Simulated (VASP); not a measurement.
# ZnS (Pmn2_1) in VASP: notebook

ZnS is run at these levels: r2SCAN; tasks: single point.

Everything below comes from runs of VASP 6.6.1. Logs are shortened: lines on timing, memory, paths and dates and some standing lists are left out, and cuts for length are marked.

### 1 The cell of the first run

Symmetry: Pmn2_1, No. 31, orthorhombic system. Conventional cell: a = 3.811 Å, b = 12.932 Å, c = 5.389 Å, α = 90.00°, β = 90.00°, γ = 90.00°. Zn (site symmetry m) has 4 S at 2.33 Å within 3.1 Å. Zn (site symmetry m) has 4 S at 2.33 Å within 3.1 Å. Within 3.1 Å of Zn (site symmetry m) lie 3 S at 2.33 Å. Within 3.1 Å of S (site symmetry m) lie 4 Zn at 2.33 Å. S (site symmetry m) has 4 Zn at 2.33 Å within 3.1 Å. Within 3.1 Å of S (site symmetry m) lie 3 Zn at 2.33 Å.

### 2 Single point, r2SCAN (the distance across one plane changed)

The input, POSCAR:

```
ZnS
1.0
    5.3890263863      0.0000000000      0.0000000000
    0.0000000000      2.6945131931     -2.6945131931
    0.0000000000      9.1441997512      9.1441997512
Zn S
6 6
Direct
    0.0000000000      0.0000000000      0.2209870983
    0.5000000000      0.5000000000      0.3683216528
    0.0000000000      0.0000000000      0.5156562073
    0.5000000000      0.5000000000      0.6629907618
    0.0000000000      0.0000000000      0.8103253163
    0.5000000000      0.5000000000      0.0736525438
    0.7500000000      0.0000000000      0.3683216528
    0.2500000000      0.5000000000      0.5156562073
    0.7500000000      0.0000000000      0.6629907618
    0.2500000000      0.5000000000      0.8103253163
    0.7500000000      0.0000000000      0.0736525438
    0.2500000000      0.5000000000      0.2209870983
```

The input, INCAR.step1:

```
ALGO = Normal
EDIFF = 1E-4
ENCUT = 520
GGA = PE
ISMEAR = 0
LASPH = T
LCHARG = F
LREAL = F
LWAVE = T
NBANDS = 66
NELM = 100
PREC = Accurate
SIGMA = 0.05
```

The input, INCAR.step2:

```
ALGO = Normal
EDIFF = 1E-6
ENCUT = 520
ISIF = 2
ISMEAR = 0
ISTART = 1
LASPH = T
LCHARG = F
LMIXTAU = T
LREAL = F
LWAVE = F
METAGGA = R2SCAN
NBANDS = 66
NELM = 100
PREC = Accurate
SIGMA = 0.05
```

The input, KPOINTS:

```
k-points
0
Gamma
  4 6 2
```

Potentials or basis: VASP PAW PBE potentials, release 64 (Zn, S).

Started as:

```bash
$ cat potpaw_PBE.64/Zn/POTCAR potpaw_PBE.64/S/POTCAR > POTCAR
$ cp INCAR.step1 INCAR
$ mpirun -np 1 vasp_std > vasp.out
$ cp INCAR.step2 INCAR
$ mpirun -np 1 vasp_std > vasp.out
```

OUTCAR:

```text
EDIFF = 1E-6
   ENCUT = 520
   ISIF = 2
   ISMEAR = 0
   ISTART = 1
   LASPH = T
   LREAL = F
   METAGGA = R2SCAN
   NELM = 100
   PREC = Accurate

 ion  position               nearest neighbor table
   1  0.000  0.000  0.221-  12 2.33  12 2.33   7 2.33  11 2.33
   2  0.500  0.500  0.368-   7 2.33   7 2.33  12 2.33   8 2.33
   3  0.000  0.000  0.516-   8 2.33   8 2.33   7 2.33   9 2.33
   4  0.500  0.500  0.663-   9 2.33   9 2.33  10 2.33   8 2.33
   5  0.000  0.000  0.810-  10 2.33  10 2.33   9 2.33
   6  0.500  0.500  0.074-  11 2.33  11 2.33  12 2.33
   7  0.750  0.000  0.368-   2 2.33   2 2.33   3 2.33   1 2.33
   8  0.250  0.500  0.516-   3 2.33   3 2.33   2 2.33   4 2.33
   9  0.750  0.000  0.663-   4 2.33   4 2.33   5 2.33   3 2.33
  10  0.250  0.500  0.810-   5 2.33   5 2.33   4 2.33
  11  0.750  0.000  0.074-   6 2.33   6 2.33   1 2.33
  12  0.250  0.500  0.221-   1 2.33   1 2.33   6 2.33   2 2.33

  LATTYP: Found a simple orthorhombic cell.
 ALAT       =     3.8106171017
 B/A-ratio  =     1.4142135624
 C/A-ratio  =     3.3936370305

  Lattice vectors:

 A1 = (   0.0000000000,  -2.6945131931,   2.6945131931)
 A2 = (   5.3890263863,   0.0000000000,   0.0000000000)
 A3 = (   0.0000000000,   9.1441997512,   9.1441997512)

Analysis of symmetry for initial positions (statically):
=====================================================================
 Subroutine PRICEL returns:
 Original cell was already a primitive cell.

 Routine SETGRP: Setting up the symmetry group for a
 simple orthorhombic supercell.

 Subroutine GETGRP returns: Found  4 space group operations
 (whereof  2 operations were pure point group operations)
 out of a pool of  8 trial point group operations.

The static configuration has the point symmetry C_1h.
 The point group associated with its full space group is C_2v.

Analysis of symmetry for dynamics (positions and initial velocities):
=====================================================================
 Subroutine PRICEL returns:
 Original cell was already a primitive cell.

 Routine SETGRP: Setting up the symmetry group for a
 simple orthorhombic supercell.

 Subroutine GETGRP returns: Found  4 space group operations
 (whereof  2 operations were pure point group operations)
 out of a pool of  8 trial point group operations.

The dynamic configuration has the point symmetry C_1h.
[... 128 lines left out ...]
   TEBEG  =    0.0;   TEEND  =   0.0 temperature during run
   PSTRESS=    0.0 pullay stress
   NELECT =     108.0000    total number of electrons
   NUPDOWN=      -1.0000    fix difference up-down
   EMIN   =  10.00;   EMAX   =-10.00  energy-range for DOS
   EFERMI =   0.00;   METHOD = LEGACY
   ISMEAR =     0;   SIGMA  =   0.05  broadening in eV -4-tet -1-fermi 0-gaus
   EFERMI_NEDOS =   21; number of points for ismear=-14 and -15
   IALGO  =     38    algorithm
   IMIX   =      4    mixing-type and parameters
     AMIX     =   0.40;   BMIX     =  1.00
     AMIX_MAG =   1.60;   BMIX_MAG =  1.00
  volume/ion in A,a.u.               =      22.13       149.34
  Fermi-wavevector in a.u.,A,eV,Ry     =   1.212906  2.292061 20.016103  1.471142
  Thomas-Fermi vector in A             =   2.348376
   LORBIT       =      0    0 simple, 1 ext, 2 COOP (PROOUT), +10 PAW based schemes
   METAGGA = R2SCAN    functional components
   LHFCALC =     F    Hartree Fock is set to
   AEXX    =    0.0000 exact exchange contribution
   IVDW    =     0    specifies the selected vdW correction
   LEPSILON=     F    determine dielectric tensor
   LRPA    =     F    only Hartree local field effects (RPA)
 non-spin polarized calculation
 Gauss-broadening in eV      SIGMA  =   0.05
  energy-cutoff  :      520.00
  volume of cell :      265.56
 maximum number of plane-waves:      7192
   NGX = 21   NGY = 15   NGZ = 49

 number of electron     108.0000019 magnetization

 Free energy of the ion-electron system (eV)
  ---------------------------------------------------
  ext. energy  EPLUGINS =         0.00000000
  ---------------------------------------------------
  free energy    TOTEN  =      -111.29398397 eV

  energy without entropy =     -111.29398397  energy(sigma->0) =     -111.29398397

 E-fermi :   1.2221     XC(G=0):  -9.6058

 val. band max:        0.9996333320   @ k =   0.0000   0.0000   0.0000
 cond. band min:       3.0001725137   @ k =   0.0000   0.0000   0.0000
 fundamental gap:      2.0005391816
 Fermi energy:         1.2221289494

 k-point     1 :       0.0000    0.0000    0.0000
  band No.  band energies     occupation
      1     -12.6215      2.00000
      2     -12.2616      2.00000
      3     -11.8185      2.00000
      4     -11.5123      2.00000
      5     -11.1309      2.00000
      6     -11.0725      2.00000
[... 1645 lines left out ...]
     65       7.8992      0.00000
     66       7.8993      0.00000

------------------------ aborting loop because EDIFF is reached ----------------------------------------

  FORCE on cell =-STRESS in cart. coord.  units (eV):
  Direction    XX          YY          ZZ          XY          YZ          ZX
  --------------------------------------------------------------------------------------
  -------------------------------------------------------------------------------------
  Total       -2.6148817     -2.9636888     -2.9636888      0.0000000     -0.7233908      0.0000000
  in kB      -15.7759787    -17.8803847    -17.8803847      0.0000000     -4.3643266      0.0000000
  external PRESSURE =     -17.1789160 kB  Pullay stress =       0.0000000 kB

 VOLUME and BASIS-vectors are now :
 -----------------------------------------------------------------------------
  energy-cutoff  :      520.00
  volume of cell :      265.56
      direct lattice vectors                 reciprocal lattice vectors
     5.389026386  0.000000000  0.000000000     0.185562276  0.000000000  0.000000000
     0.000000000  2.694513193 -2.694513193     0.000000000  0.185562276 -0.185562276
     0.000000000  9.144199751  9.144199751     0.000000000  0.054679470  0.054679470

 POSITION                                       TOTAL-FORCE (eV/Angst)
 -----------------------------------------------------------------------------------
      0.00000      2.02075      2.02075        -0.187729     -0.064886     -0.064886
      2.69451      4.71526      2.02075         0.081212      0.027281      0.027281
      0.00000      4.71526      4.71526         0.081212     -0.027281     -0.027281
      2.69451      7.40978      4.71526        -0.187729      0.064886      0.064886
      0.00000      7.40978      7.40978         0.950866     -0.479752     -0.479752
      2.69451      2.02075     -0.67376         0.950866      0.479752      0.479752
      4.04177      3.36801      3.36801        -0.016115      0.098332      0.098332
      1.34726      6.06252      3.36801        -0.016115     -0.098332     -0.098332
      4.04177      6.06252      6.06252        -0.289422      0.263785      0.263785
      1.34726      8.75703      6.06252        -0.538813      0.725904      0.725904
      4.04177      0.67349      0.67349        -0.538813     -0.725904     -0.725904
      1.34726      3.36801      0.67349        -0.289422     -0.263785     -0.263785
 -----------------------------------------------------------------------------------
    total drift:                               -0.045773      0.001168      0.001168

  FREE ENERGIE OF THE ION-ELECTRON SYSTEM (eV)
  ---------------------------------------------------
  free  energy   TOTEN  =      -111.2939839749 eV

  energy  without entropy=     -111.2939839749  energy(sigma->0) =     -111.29398397
```

OSZICAR.step1:

```text
N       E                     dE             d eps       ncg     rms          rms(c)
DAV:   1     0.940603482498E+03    0.94060E+03   -0.48502E+04  3168   0.190E+03
DAV:   2     0.109502670900E+03   -0.83110E+03   -0.79793E+03  3168   0.457E+02
DAV:   3    -0.334402484941E+02   -0.14294E+03   -0.13982E+03  3566   0.170E+02
DAV:   4    -0.424385309057E+02   -0.89983E+01   -0.89455E+01  3688   0.423E+01
DAV:   5    -0.426188697863E+02   -0.18034E+00   -0.18014E+00  3704   0.602E+00    0.167E+01
DAV:   6    -0.394068553858E+02    0.32120E+01   -0.61744E+00  4602   0.445E+01    0.129E+01
DAV:   7    -0.396270300457E+02   -0.22017E+00   -0.86824E+00  3642   0.997E+00    0.517E+00
DAV:   8    -0.394722751042E+02    0.15475E+00   -0.96148E-01  4036   0.110E+01    0.160E+00
DAV:   9    -0.394767291484E+02   -0.44540E-02   -0.14787E-01  3988   0.607E+00    0.607E-01
DAV:  10    -0.394776869051E+02   -0.95776E-03   -0.17521E-02  3778   0.211E+00    0.372E-01
DAV:  11    -0.394786002375E+02   -0.91333E-03   -0.51099E-03  3578   0.437E-01    0.255E-01
DAV:  12    -0.394793996300E+02   -0.79939E-03   -0.17061E-03  3764   0.546E-01    0.862E-02
DAV:  13    -0.394792462475E+02    0.15338E-03   -0.73588E-04  3884   0.375E-01    0.339E-02
DAV:  14    -0.394792531676E+02   -0.69200E-05   -0.11974E-04  1918   0.875E-02
   1 F= -.39479253E+02 E0= -.39479253E+02  d E =-.165709E-12
```

Run time: 13 min. Hardware: 1 thread of AMD EPYC 9R45 (Zen 5), shared host; peak memory 0.51 GiB.

Results:

```yaml
Free_energy: -111.2940 eV
Pressure: -1.7 GPa
Largest_force: 1.168 eV/Å
Band_gap_on_the_k_mesh: 2.00 eV
```

Forces in eV/Å, atoms in the order of the input:
```
Zn  -0.188 -0.065 -0.065
Zn   0.081  0.027  0.027
Zn   0.081 -0.027 -0.027
Zn  -0.188  0.065  0.065
Zn   0.951 -0.480 -0.480
Zn   0.951  0.480  0.480
S   -0.016  0.098  0.098
S   -0.016 -0.098 -0.098
S   -0.289  0.264  0.264
S   -0.539  0.726  0.726
S   -0.539 -0.726 -0.726
S   -0.289 -0.264 -0.264
```

Caveat: the cell differs from its parent crystal (the distance across one plane changed); the PAW data sets were made with another functional, which shifts forces and pressure a little.

### 3 Single point, r2SCAN (the distance across one plane changed)

The input, POSCAR:

```
ZnS
1.0
    5.3890263863      0.0000000000      0.0000000000
    0.0000000000      2.6945131931     -2.6945131931
    0.0000000000     11.2655200947     11.2655200947
Zn S
6 6
Direct
    0.0000000000      0.0000000000      0.1793747783
    0.5000000000      0.5000000000      0.2989659365
    0.0000000000      0.0000000000      0.4185570948
    0.5000000000      0.5000000000      0.5381482531
    0.0000000000      0.0000000000      0.6577394113
    0.5000000000      0.5000000000      0.0597836200
    0.7500000000      0.0000000000      0.2989659365
    0.2500000000      0.5000000000      0.4185570948
    0.7500000000      0.0000000000      0.5381482531
    0.2500000000      0.5000000000      0.6577394113
    0.7500000000      0.0000000000      0.0597836200
    0.2500000000      0.5000000000      0.1793747783
```

The input, INCAR.step1:

```
SYSTEM = ZnS
PREC = Accurate ; ENCUT = 520
ISMEAR = 0 ; SIGMA = 0.05
LREAL = .FALSE. ; LASPH = .TRUE.
NELM = 60 ; NBANDS = 66
GGA = PE ; ALGO = Normal
EDIFF = 1E-4 ; LWAVE = .TRUE.
LCHARG = .FALSE.
```

The input, INCAR.step2:

```
SYSTEM = ZnS
PREC = Accurate ; ENCUT = 520
EDIFF = 1E-6 ; ISMEAR = 0
SIGMA = 0.05 ; LREAL = .FALSE.
LASPH = .TRUE. ; NELM = 60
ALGO = Normal ; ISIF = 2
LWAVE = .FALSE. ; LCHARG = .TRUE.
METAGGA = R2SCAN ; LMIXTAU = .TRUE.
LELF = .TRUE. ; LVHAR = .TRUE.
NBANDS = 66 ; ISTART = 1
```

The input, KPOINTS:

```
regular mesh
0
G
  4 6 2
  0 0 0
```

Potentials or basis: VASP PAW PBE potentials, release 64 (Zn, S).

Started as:

```bash
$ cat potpaw_PBE.64/Zn/POTCAR potpaw_PBE.64/S/POTCAR > POTCAR
$ cp INCAR.step1 INCAR
$ mpirun -np 1 vasp_std > vasp.out
$ cp INCAR.step2 INCAR
$ mpirun -np 1 vasp_std > vasp.out
```

It took 46 min on 1 thread of Oxide Virtual Turin-like, shared host; peak memory 0.59 GiB.

The run converged. Its results:

```
Free energy            : -110.7906 eV
Pressure               : -1.2 GPa
Largest force          : 1.744 eV/Å
Band gap on the k mesh : 2.01 eV
```

Forces in eV/Å, atoms in the order of the input:
```
Zn  -0.239 -0.052 -0.052
Zn   0.093  0.037  0.037
Zn   0.093 -0.037 -0.037
Zn  -0.239  0.052  0.052
Zn   1.258 -0.854 -0.854
Zn   1.258  0.854  0.854
S   -0.020  0.122  0.122
S   -0.020 -0.122 -0.122
S   -0.351  0.289  0.289
S   -0.740  0.627  0.627
S   -0.740 -0.627 -0.627
S   -0.351 -0.289 -0.289
```

Stress tensor (GPa, compression positive):
```
-1.58  0.00  0.00
 0.00 -0.97  0.42
 0.00  0.42 -0.97
```

Levels at points of the mesh, in eV from the valence-band top:
| k point | band 52 | band 53 | band 54 | band 55 | band 56 | band 57 |
| --- | --- | --- | --- | --- | --- | --- |
| (0.00, 0.00, 0.00) | -0.13 | -0.10 | 0.00 | 2.01 | 2.58 | 4.11 |
| (0.50, 0.00, 0.00) | -0.57 | -0.45 | -0.45 | 2.84 | 2.84 | 4.25 |
| (0.00, 0.50, 0.00) | -1.52 | -0.52 | -0.52 | 3.09 | 3.09 | 4.15 |
| (0.50, 0.50, 0.00) | -1.06 | -0.51 | -0.51 | 2.79 | 2.79 | 4.79 |
| (0.00, 0.00, 0.50) | -0.13 | -0.10 | 0.00 | 2.12 | 2.47 | 4.09 |
| (0.50, 0.00, 0.50) | -0.57 | -0.45 | -0.45 | 2.85 | 2.85 | 4.26 |
| (0.00, 0.50, 0.50) | -1.52 | -0.52 | -0.52 | 3.09 | 3.09 | 4.16 |
| (0.50, 0.50, 0.50) | -1.06 | -0.51 | -0.51 | 2.80 | 2.80 | 4.77 |

Caveat: the cell differs from its parent crystal (the distance across one plane changed); the PAW data sets were made with another functional, which shifts forces and pressure a little. A k mesh can miss the band edges.
